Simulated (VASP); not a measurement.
# Al12Pt in VASP: relaxation of the atoms with LDA

Aim: the relaxation of the atoms of Al12Pt with LDA.

Everything below comes from runs of VASP 6.6.1. Logs are shortened: lines on timing, memory, paths and dates and some standing lists are left out, and cuts for length are marked.

## 1. The cell of the first run

The cell holds a slab with vacuum, 13 atoms: a = 5.634 Å, b = 5.634 Å, c = 20.032 Å, α = 90.00°, β = 90.00°, γ = 120.00°.

## 2. Relaxation of the atoms, LDA

INCAR reads:

```
PREC     = Accurate       # precision mode
ENCUT    = 520            # plane-wave cutoff, eV
EDIFF    = 1E-6           # SCF threshold, eV
ISMEAR   = 0              # smearing method
SIGMA    = 0.1            # smearing width, eV
LREAL    = F              # projectors in reciprocal space
LASPH    = T              # aspherical terms in the spheres
NELM     = 80             # most SCF steps
ALGO     = Fast           # electronic algorithm
ISIF     = 2              # what is computed and relaxed
LWAVE    = F              # write WAVECAR
LCHARG   = F              # write CHGCAR
LDIPOL   = T            
IDIPOL   = 3            
DIPOL    = 0.5 0.5 0.328
IBRION   = 2              # ionic algorithm
NSW      = 36             # ionic steps
EDIFFG   = -0.025         # ionic threshold
KPAR     = 4
```

KPOINTS reads:

```
regular mesh
0
Gamma
  6 6 1
```

POSCAR reads:

```
Al12Pt
1.0
    5.6343731020      0.0000000000      0.0000000000
   -2.8171865510      4.8795102407      0.0000000000
    0.0000000000      0.0000000000     20.0320257113
Al Pt
12 1
Selective dynamics
Direct
    0.3333333333      0.1666666667      0.1996802549  F F F
    0.3333333333      0.6666666667      0.1996802549  F F F
    0.8333333333      0.1666666667      0.1996802549  F F F
    0.8333333333      0.6666666667      0.1996802549  F F F
    0.1666666667      0.3333333333      0.3128118626  F F F
    0.1666666667      0.8333333333      0.3128118626  F F F
    0.6666666667      0.3333333333      0.3128118626  F F F
    0.6666666667      0.8333333333      0.3128118626  F F F
    0.0000000000      0.0000000000      0.4259192672  F F F
    0.0000000000      0.5000000000      0.4259192672  F F F
    0.5000000000      0.0000000000      0.4259192672  F F F
    0.5000000000      0.5000000000      0.4259192672  F F F
    0.0000000000      0.2500000000      0.5098434109  F F T
```

Potentials or basis: VASP PAW LDA potentials, release 64 (Al, Pt).

Command:

```sh
cat potpaw_LDA.64/Al/POTCAR potpaw_LDA.64/Pt/POTCAR > POTCAR
mpirun -np 4 vasp_std > vasp.out
```

OUTCAR:

```text
PREC = Accurate
   ENCUT = 520
   EDIFF = 1E-6
   ISMEAR = 0
   LREAL = F
   LASPH = T
   NELM = 80
   ISIF = 2
   IBRION = 2
   NSW = 36
   EDIFFG = -0.025

 ion  position               nearest neighbor table
   1  0.333  0.167  0.200-   5 2.79   6 2.79   7 2.79   4 2.82   2 2.82   2 2.82   4 2.82   3 2.82
                             3 2.82
   2  0.333  0.667  0.200-   6 2.79   5 2.79   8 2.79   3 2.82   1 2.82   1 2.82   3 2.82   4 2.82
                             4 2.82
   3  0.833  0.167  0.200-   7 2.79   8 2.79   5 2.79   4 2.82   2 2.82   4 2.82   2 2.82   1 2.82
                             1 2.82
   4  0.833  0.667  0.200-   8 2.79   7 2.79   6 2.79   3 2.82   1 2.82   3 2.82   1 2.82   2 2.82
                             2 2.82
   5  0.167  0.333  0.313-   9 2.79  12 2.79  10 2.79   1 2.79   2 2.79   3 2.79   8 2.82   6 2.82
                             6 2.82   8 2.82   7 2.82   7 2.82
   6  0.167  0.833  0.313-  10 2.79  11 2.79   9 2.79   2 2.79   1 2.79   4 2.79   7 2.82   5 2.82
                             5 2.82   7 2.82   8 2.82   8 2.82
   7  0.667  0.333  0.313-  11 2.79  10 2.79  12 2.79   3 2.79   4 2.79   1 2.79   8 2.82   6 2.82
                             8 2.82   6 2.82   5 2.82   5 2.82
   8  0.667  0.833  0.313-  12 2.79   9 2.79  11 2.79   4 2.79   3 2.79   2 2.79   7 2.82   5 2.82
                             7 2.82   5 2.82   6 2.82   6 2.82
   9  0.000  0.000  0.426-  13 2.19   5 2.79   8 2.79   6 2.79  12 2.82  10 2.82  10 2.82  12 2.82
                            11 2.82  11 2.82
  10  0.000  0.500  0.426-  13 2.19   6 2.79   7 2.79   5 2.79  11 2.82   9 2.82   9 2.82  11 2.82
                            12 2.82  12 2.82
  11  0.500  0.000  0.426-   7 2.79   6 2.79   8 2.79  10 2.82  12 2.82  12 2.82  10 2.82   9 2.82
                             9 2.82  13 2.96
  12  0.500  0.500  0.426-   8 2.79   5 2.79   7 2.79   9 2.82  11 2.82  11 2.82   9 2.82  10 2.82
                            10 2.82  13 2.96
  13  0.000  0.250  0.510-   9 2.19  10 2.19  12 2.96  11 2.96

  LATTYP: Found a hexagonal cell.
 ALAT       =     5.6343731020
 C/A-ratio  =     3.5553246739

  Lattice vectors:

 A1 = (   5.6343731020,   0.0000000000,   0.0000000000)
 A2 = (  -2.8171865510,   4.8795102407,   0.0000000000)
 A3 = (   0.0000000000,   0.0000000000,  20.0320257113)

Analysis of symmetry for initial positions (statically):
=====================================================================
 Subroutine PRICEL returns:
 Original cell was already a primitive cell.

 Routine SETGRP: Setting up the symmetry group for a
 hexagonal supercell.

 Subroutine GETGRP returns: Found  2 space group operations
 (whereof  1 operations were pure point group operations)
 out of a pool of 24 trial point group operations.

The static configuration has the point symmetry C_1 .
[... 164 lines left out ...]
   LORBIT       =      0    0 simple, 1 ext, 2 COOP (PROOUT), +10 PAW based schemes
   GGA     = CA    functional components
   LHFCALC =     F    Hartree Fock is set to
   AEXX    =    0.0000 exact exchange contribution
   IVDW    =     0    specifies the selected vdW correction
   LEPSILON=     F    determine dielectric tensor
   LRPA    =     F    only Hartree local field effects (RPA)
 conjugate gradient relaxation of ions
 non-spin polarized calculation
 RMM-DIIS sequential band-by-band and
 Gauss-broadening in eV      SIGMA  =   0.10
  energy-cutoff  :      520.00
  volume of cell :      550.74
 maximum number of plane-waves:     14919
 NGX is ok and might be reduce to    42
   NGX = 21   NGY = 21   NGZ = 75

 dipolmoment           0.000000      0.000000     -0.004288 electrons x Angstroem

--------------------------------------- Ionic step        1  -------------------------------------------

 number of electron      45.9999999 magnetization

 Free energy of the ion-electron system (eV)
  ---------------------------------------------------
  ext. energy  EPLUGINS =         0.00000000
  ---------------------------------------------------
  free energy    TOTEN  =       -53.89063600 eV

  energy without entropy =      -53.87270631  energy(sigma->0) =      -53.88167116

------------------------ aborting loop because EDIFF is reached ----------------------------------------

 vacuum level on the upper side and lower side of the slab       (xc-potential included)         0.036        -0.184

  FORCE on cell =-STRESS in cart. coord.  units (eV):
  Direction    XX          YY          ZZ          XY          YZ          ZX
  --------------------------------------------------------------------------------------
  -------------------------------------------------------------------------------------
  Total       -2.5025663      0.4400225      3.4939876     -2.5483566     -0.0520568     -0.0901651
  in kB       -7.2803032      1.2800848     10.1644817     -7.4135135     -0.1514403     -0.2623023
  external PRESSURE =       1.3880878 kB  Pullay stress =       0.0000000 kB
[... 81 lines left out ...]
--------------------------------------- Ionic step        3  -------------------------------------------

 number of electron      45.9999999 magnetization

 dipolmoment           0.000000      0.000000      0.049964 electrons x Angstroem

 Free energy of the ion-electron system (eV)
  ---------------------------------------------------
  ext. energy  EPLUGINS =         0.00000000
  ---------------------------------------------------
  free energy    TOTEN  =       -53.97125045 eV

  energy without entropy =      -53.95466870  energy(sigma->0) =      -53.96295957

 E-fermi :   0.4270     XC(G=0):  -5.0163

 val. band max:        0.3974285832   @ k =   0.0000   0.3333   0.0000
 cond. band min:       0.4965942177   @ k =   0.0000   0.0000   0.0000
 fundamental gap:      0.0991656345
 Fermi energy:         0.4270494437

 k-point     1 :       0.0000    0.0000    0.0000
  band No.  band energies     occupation
      1     -10.4434      2.00000
      2      -8.7744      2.00000
      3      -6.1930      2.00000
      4      -4.6722      2.00000
      5      -4.5969      2.00000
      6      -4.5610      2.00000
[... 418 lines left out ...]
     29       2.7072      0.00000
     30       3.1401      0.00000

------------------------ aborting loop because EDIFF is reached ----------------------------------------

 vacuum level on the upper side and lower side of the slab       (xc-potential included)        -0.016        -0.322

  FORCE on cell =-STRESS in cart. coord.  units (eV):
  Direction    XX          YY          ZZ          XY          YZ          ZX
  --------------------------------------------------------------------------------------
  -------------------------------------------------------------------------------------
  Total       -3.1551283     -1.1846519      0.5216186     -1.7064826     -0.0632860     -0.1096146
  in kB       -9.1786942     -3.4463123      1.5174588     -4.9643884     -0.1841076     -0.3188837
  external PRESSURE =      -3.7025159 kB  Pullay stress =       0.0000000 kB
[... 28 lines left out ...]
  FREE ENERGIE OF THE ION-ELECTRON SYSTEM (eV)
  ---------------------------------------------------
  free  energy   TOTEN  =       -53.9712504454 eV

  energy  without entropy=      -53.9546687019  energy(sigma->0) =      -53.96295957

 reached required accuracy - stopping structural energy minimisation

 vacuum level on the upper side and lower side of the slab         4.784         4.470
```

CONTCAR:

```text
Al12Pt
   1.00000000000000
     5.6343731019999996    0.0000000000000000    0.0000000000000000
    -2.8171865509999998    4.8795102407000002    0.0000000000000000
     0.0000000000000000    0.0000000000000000   20.0320257113000011
  Al              Pt
    12     1
Selective dynamics
Direct
[... 16 lines left out ...]
  0.00000000E+00  0.00000000E+00  0.00000000E+00
  0.00000000E+00  0.00000000E+00  0.00000000E+00
  0.00000000E+00  0.00000000E+00  0.00000000E+00
  0.00000000E+00  0.00000000E+00  0.00000000E+00
  0.00000000E+00  0.00000000E+00  0.00000000E+00
  0.00000000E+00  0.00000000E+00  0.00000000E+00
  0.00000000E+00  0.00000000E+00  0.00000000E+00
  0.00000000E+00  0.00000000E+00  0.00000000E+00
  0.00000000E+00  0.00000000E+00  0.00000000E+00
  0.00000000E+00  0.00000000E+00  0.00000000E+00
  0.00000000E+00  0.00000000E+00  0.00000000E+00
```

Run time: 6.1 min. Hardware: 4 MPI ranks of Oxide Virtual Turin-like, shared host; peak memory 0.55 GiB.

Results:

- Free energy: -53.9713 eV
- Energy gained by relaxing: 6.2 meV/atom
- Ionic steps: 3
- Band gap on the k mesh: zero (bands 23 and 24 overlap by 0.82 eV)

The path:
| step | energy change (eV) | largest force on free atoms (eV/Å) | pressure (GPa) |
| --- | --- | --- | --- |
| 1 | 0.0000 | 1.7898 | 0.14 |
| 2 | -0.0801 | 0.1275 | -0.33 |
| 3 | -0.0806 | 0.0014 | -0.37 |

Final structure:
```
Al Pt
1.0
     5.63437    0.00000    0.00000
    -2.81719    4.87951    0.00000
     0.00000    0.00000   20.03203
Al Pt
12 1
Direct
  0.33333 0.16667 0.19968
  0.33333 0.66667 0.19968
  0.83333 0.16667 0.19968
  0.83333 0.66667 0.19968
  0.16667 0.33333 0.31281
  0.16667 0.83333 0.31281
  0.66667 0.33333 0.31281
  0.66667 0.83333 0.31281
  0.00000 0.00000 0.42592
  0.00000 0.50000 0.42592
  0.50000 0.00000 0.42592
  0.50000 0.50000 0.42592
  0.00000 0.25000 0.51453
```

Levels at points of the mesh, in eV from the Fermi level:
```csv
k point,band 21,band 22,band 23,band 24,band 25,band 26
"(0.00, 0.00, 0.00)",-2.01,-0.90,-0.27,-0.04,0.07,0.10
"(0.50, 0.00, 0.00)",-0.49,-0.16,-0.11,0.44,1.05,1.10
"(0.00, 0.50, 0.00)",-0.48,-0.17,-0.13,0.43,1.02,1.13
```

Caveat: spin-orbit coupling is left out, which moves the levels of the heavy elements.

The gap in the log of VASP goes by the Fermi energy; the results here count the filled bands.